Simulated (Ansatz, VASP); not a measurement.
# P in VASP and in Ansatz

```
P
1.0
     0.00000    2.71413    2.71413
     2.71413    0.00000    2.71413
     2.71413    2.71413    0.00000
P
2
Direct
  0.00000 0.00000 0.00000
  0.25000 0.25000 0.25000
```

Alike in both runs: functional r2SCAN; k mesh 18 × 18 × 18; occupations gaussian, width 0.1 eV; no spin polarisation.

Ansatz relaxed the structure, and its values are those at the end. VASP's run is a single point on that final structure, the one shown.

|  | VASP | Ansatz |
| --- | --- | --- |
| version | VASP 6.6.1 | Ansatz 0.2.0 |
| potentials or method | VASP PAW PBE potentials, release 64 (P), cutoff 520 eV | scalar-relativistic, plane waves, PAW |
| valence electrons in the cell | 10 | 10 |

```csv
,VASP,Ansatz,Ansatz less VASP
gap on the k mesh at the Fermi level (eV),none,none,-
pressure (GPa),-0.2,0.0,+0.19
```

VASP's potentials were made for PBE, not for r2SCAN. A gap of «none» marks a metal or a gap that the smearing closes.
